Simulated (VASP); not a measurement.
# GaP (F-43m) in VASP: further runs, part 2 of 2

VASP 6.6.1.

### Step 4. Single point, PBE

Input file INCAR:

```
PREC = Accurate ; ENCUT = 520
EDIFF = 1E-6 ; ISMEAR = -1
SIGMA = 0.05 ; LREAL = F
LASPH = T ; NELM = 80
ALGO = Normal ; ISIF = 2
LWAVE = F ; LCHARG = F
GGA = PE ; NBANDS = 16
```

Input file KPOINTS:

```
regular mesh
0
Gamma
  10 10 10
```

Input file POSCAR:

```
GaP
1.0
    0.0000000000      2.7252500000      2.7252500000
    2.7252500000      0.0000000000      2.7252500000
    2.7252500000      2.7252500000      0.0000000000
Ga P
1 1
Direct
    0.0000000000      0.0000000000      0.0000000000
    0.7500000000      0.7500000000      0.7500000000
```

Potentials or basis: VASP PAW PBE potentials, release 64 (Ga_d, P).

Started as:

```bash
> cat potpaw_PBE.64/Ga_d/POTCAR potpaw_PBE.64/P/POTCAR > POTCAR
> mpirun -np 1 vasp_std > vasp.out
```

OUTCAR:

```text
PREC = Accurate
   ENCUT = 520
   EDIFF = 1E-6
   ISMEAR = -1
   LREAL = F
   LASPH = T
   NELM = 80
   ISIF = 2
   GGA = PE

 ion  position               nearest neighbor table
   1  0.000  0.000  0.000-   2 2.36   2 2.36   2 2.36   2 2.36
   2  0.750  0.750  0.750-   1 2.36   1 2.36   1 2.36   1 2.36

  LATTYP: Found a face centered cubic cell.
 ALAT       =     5.4505000000

  Lattice vectors:

 A1 = (   0.0000000000,   2.7252500000,   2.7252500000)
 A2 = (   2.7252500000,   0.0000000000,   2.7252500000)
 A3 = (   2.7252500000,   2.7252500000,   0.0000000000)

Analysis of symmetry for initial positions (statically):
=====================================================================
 Subroutine PRICEL returns:
 Original cell was already a primitive cell.

 Routine SETGRP: Setting up the symmetry group for a
 face centered cubic supercell.

 Subroutine GETGRP returns: Found 24 space group operations
 (whereof 24 operations were pure point group operations)
 out of a pool of 48 trial point group operations.

The static configuration has the point symmetry T_d .

Analysis of symmetry for dynamics (positions and initial velocities):
=====================================================================
 Subroutine PRICEL returns:
 Original cell was already a primitive cell.

 Routine SETGRP: Setting up the symmetry group for a
 face centered cubic supercell.

 Subroutine GETGRP returns: Found 24 space group operations
 (whereof 24 operations were pure point group operations)
 out of a pool of 48 trial point group operations.

The dynamic configuration has the point symmetry T_d .

 Subroutine INISYM returns: Found 24 space group operations
 (whereof 24 operations are pure point group operations),
 and found     1 'primitive' translations

----------------------------------------------------------------------------------------

                                     Primitive cell

  volume of cell :      40.4808

  direct lattice vectors                    reciprocal lattice vectors
     0.000000000  2.725250000  2.725250000    -0.183469406  0.183469406  0.183469406
     2.725250000  0.000000000  2.725250000     0.183469406 -0.183469406  0.183469406
     2.725250000  2.725250000  0.000000000     0.183469406  0.183469406 -0.183469406

  length of vectors
     3.854085511  3.854085511  3.854085511     0.317778334  0.317778334  0.317778334

  position of ions in fractional coordinates (direct lattice)
     0.000000000  0.000000000  0.000000000
     0.750000000  0.750000000  0.750000000

  ion indices of the primitive-cell ions
   primitive index   ion index
                 1           1
                 2           2

----------------------------------------------------------------------------------------

 KPOINTS: regular mesh

Automatic generation of k-mesh.
 Grid dimensions read from file:
 generate k-points for:   10   10   10

 Generating k-lattice:

  Cartesian coordinates                     Fractional coordinates (reciprocal lattice)
    -0.018346941  0.018346941  0.018346941     0.100000000  0.000000000  0.000000000
     0.018346941 -0.018346941  0.018346941     0.000000000  0.100000000  0.000000000
     0.018346941  0.018346941 -0.018346941     0.000000000  0.000000000  0.100000000

  Length of vectors
     0.031777833  0.031777833  0.031777833

  Shift w.r.t. Gamma in fractional coordinates (k-lattice)
     0.000000000  0.000000000  0.000000000

 Subroutine IBZKPT returns following result:
 ===========================================

 Found     47 irreducible k-points:

 Following reciprocal coordinates:
            Coordinates               Weight
  0.000000  0.000000  0.000000      1.000000
  0.100000  0.000000  0.000000      8.000000
  0.200000  0.000000  0.000000      8.000000
  0.300000  0.000000  0.000000      8.000000
  0.400000  0.000000  0.000000      8.000000
  0.500000  0.000000  0.000000      4.000000
[... 16 lines left out ...]
  0.300000  0.300000  0.000000      6.000000
  0.400000  0.300000  0.000000     24.000000
 [... further k-points ...]
   k-points           NKPTS =     47   k-points in BZ     NKDIM =     47   number of bands    NBANDS=     16
   number of dos      NEDOS =    301   number of ions     NIONS =      2
   total plane-waves  NPLWV =  27000
   dimension x,y,z NGX =    30 NGY =   30 NGZ =   30
   dimension x,y,z NGXF=    60 NGYF=   60 NGZF=   60
   ions per type =               1   1
   NGX,Y,Z   is equivalent  to a cutoff of  12.94, 12.94, 12.94 a.u.
   NGXF,Y,Z  is equivalent  to a cutoff of  25.88, 25.88, 25.88 a.u.
 SYSTEM =  unknown system
   PREC   = accura    normal or accurate (medium, high low for compatibility)
   ISTART =      0    job   : 0-new  1-cont  2-samecut
   ICHARG =      2    charge: 1-file 2-atom 10-const
   ISPIN  =      1    spin polarized calculation?
   LNONCOLLINEAR =      F non collinear calculations
   LSORBIT =      F    spin-orbit coupling
   LASPH  =      T    aspherical Exc in radial PAW
   ENCUT  =  520.0 eV  38.22 Ry    6.18 a.u.   7.17  7.17  7.17*2*pi/ulx,y,z
   NELM   =     80;   NELMIN=  2; NELMDL= -5     # of ELM steps
   EDIFF  = 0.1E-05   stopping-criterion for ELM
   LREAL  =      F    real-space projection
   EDIFFG = 0.1E-04   stopping-criterion for IOM
   NSW    =      0    number of steps for IOM
   IBRION =     -1    ionic relax: 0-MD 1-quasi-New 2-CG
   NFREE  =      0    steps in history (QN), initial steepest desc. (CG)
   ISIF   =      2    stress and relaxation
   ISYM   =      2    0-nonsym 1-usesym 2-fastsym
   POTIM  = 0.5000    time-step for ionic-motion
   TEBEG  =    0.0;   TEEND  =   0.0 temperature during run
   PSTRESS=    0.0 pullay stress
   NELECT =      18.0000    total number of electrons
   NUPDOWN=      -1.0000    fix difference up-down
   EMIN   =  10.00;   EMAX   =-10.00  energy-range for DOS
   EFERMI =   0.00;   METHOD = LEGACY
   ISMEAR =    -1;   SIGMA  =   0.05  broadening in eV -4-tet -1-fermi 0-gaus
   EFERMI_NEDOS =   21; number of points for ismear=-14 and -15
   IALGO  =     38    algorithm
   IMIX   =      4    mixing-type and parameters
     AMIX     =   0.40;   BMIX     =  1.00
     AMIX_MAG =   1.60;   BMIX_MAG =  1.00
  volume/ion in A,a.u.               =      20.24       136.59
  Fermi-wavevector in a.u.,A,eV,Ry     =   1.249538  2.361284 21.243377  1.561344
  Thomas-Fermi vector in A             =   2.383574
   LORBIT       =      0    0 simple, 1 ext, 2 COOP (PROOUT), +10 PAW based schemes
   GGA     = PE    functional components
   LHFCALC =     F    Hartree Fock is set to
   AEXX    =    0.0000 exact exchange contribution
   IVDW    =     0    specifies the selected vdW correction
   LEPSILON=     F    determine dielectric tensor
   LRPA    =     F    only Hartree local field effects (RPA)
 non-spin polarized calculation
  energy-cutoff  :      520.00
  volume of cell :       40.48
 maximum number of plane-waves:      1106
 NGX is ok and might be reduce to    30
   NGX = 15   NGY = 15   NGZ = 15

 number of electron      17.9999989 magnetization

 Free energy of the ion-electron system (eV)
  ---------------------------------------------------
  ext. energy  EPLUGINS =         0.00000000
  ---------------------------------------------------
  free energy    TOTEN  =        -9.11811920 eV

  energy without entropy =       -9.11811920  energy(sigma->0) =       -9.11811920

 E-fermi :   5.4338     XC(G=0):  -9.8336

 val. band max:        4.6509853161   @ k =   0.0000   0.0000   0.0000
 cond. band min:       6.2557761430   @ k =   0.4000   0.4000   0.0000
 fundamental gap:      1.6047908269
 Fermi energy:         5.4337622911

 k-point     1 :       0.0000    0.0000    0.0000
  band No.  band energies     occupation
      1      -9.8983      2.00000
      2      -9.8983      2.00000
      3      -9.8983      2.00000
      4      -9.7985      2.00000
      5      -9.7985      2.00000
      6      -7.8405      2.00000
[... 8 lines left out ...]
     15      14.4392      0.00000
     16      14.4392      0.00000
[... 419 lines left out ...]
 k-point    24 :       0.4000    0.3000    0.0000
  band No.  band energies     occupation
      1      -9.9944      2.00000
      2      -9.8506      2.00000
      3      -9.8484      2.00000
      4      -9.8231      2.00000
      5      -9.7821      2.00000
      6      -5.8621      2.00000
[... 8 lines left out ...]
     15      16.4321      0.00000
     16      18.4271      0.00000

 [... further k-points ...]

------------------------ aborting loop because EDIFF is reached ----------------------------------------

  FORCE on cell =-STRESS in cart. coord.  units (eV):
  Direction    XX          YY          ZZ          XY          YZ          ZX
  --------------------------------------------------------------------------------------
  -------------------------------------------------------------------------------------
  Total        0.6122627      0.6122627      0.6122627      0.0000000      0.0000000      0.0000000
  in kB       24.2325630     24.2325630     24.2325630      0.0000000      0.0000000      0.0000000
  external PRESSURE =      24.2325630 kB  Pullay stress =       0.0000000 kB

 VOLUME and BASIS-vectors are now :
 -----------------------------------------------------------------------------
  energy-cutoff  :      520.00
  volume of cell :       40.48
      direct lattice vectors                 reciprocal lattice vectors
     0.000000000  2.725250000  2.725250000    -0.183469406  0.183469406  0.183469406
     2.725250000  0.000000000  2.725250000     0.183469406 -0.183469406  0.183469406
     2.725250000  2.725250000  0.000000000     0.183469406  0.183469406 -0.183469406

 POSITION                                       TOTAL-FORCE (eV/Angst)
 -----------------------------------------------------------------------------------
      0.00000      0.00000      0.00000         0.000000      0.000000      0.000000
      4.08788      4.08788      4.08788        -0.000000     -0.000000     -0.000000
 -----------------------------------------------------------------------------------
    total drift:                               -0.000002     -0.000002     -0.000002

  FREE ENERGIE OF THE ION-ELECTRON SYSTEM (eV)
  ---------------------------------------------------
  free  energy   TOTEN  =        -9.1181192018 eV

  energy  without entropy=       -9.1181191994  energy(sigma->0) =       -9.11811920
```

Wall time 38 s (1 thread of AMD EPYC 7R43 (Zen 3), shared host); peak memory 0.15 GiB.

What came out:

- Free energy: -9.1181 eV
- Pressure: 2.4 GPa
- Band gap on the k mesh: 1.60 eV (least direct gap 1.83 eV)

Levels at points of the mesh, in eV from the valence-band top:
```csv
k point,band 6,band 7,band 8,band 9,band 10,band 11,band 12,band 13
"(0.00, 0.00, 0.00)",-12.49,0.00,0.00,0.00,1.83,3.89,3.89,3.89
"(0.50, 0.00, 0.00)",-10.43,-6.63,-1.12,-1.12,1.67,4.72,4.72,8.29
"(0.50, 0.50, 0.00)",-9.53,-6.75,-2.68,-2.68,1.66,1.82,10.60,10.60
```

A k mesh can miss the band edges. Expect the measured gap to be larger: semilocal functionals such as PBE lack the derivative discontinuity.

### Step 5. Overview

| level | potentials or basis | gap on the mesh (eV) | pressure (GPa) |
| --- | --- | --- | --- |
| LDA | VASP PAW LDA potentials, release 64 (Ga_d, P) | 1.45 | -2.6 |
| PBEsol | VASP PAW PBE potentials, release 64 (Ga_d, P) | 1.48 | -0.6 |
| PBE | VASP PAW PBE potentials, release 64 (Ga_d, P) | 1.60 | 2.4 |

Alike in all rows: task single point; no spin polarisation; cell as given; k mesh 10 × 10 × 10; cutoff (eV) 520; smearing fermi-dirac 0.05 eV.

Caveats: the PAW data sets were made with another functional, which shifts forces and pressure a little (at least some runs).

Total energies depend on the potentials used, so only differences within one code and one set of settings carry meaning.

### Step 6. Comparison with measurements

Step 3. A measured gap of GaP is 2.34 eV (indirect; 10 K; quoted in “Stacking defects in GaP nanowires: Electronic structure and optical properties”, 2018, arxiv:1810.01194); the calculated 1.48 eV misses it by -0.86 eV. Spin-orbit coupling on Ga is left out. The value is that of PBEsol on a finite k mesh, which can miss the band edges, without temperature or zero-point motion. Semilocal functionals fall short of measured gaps as a rule.
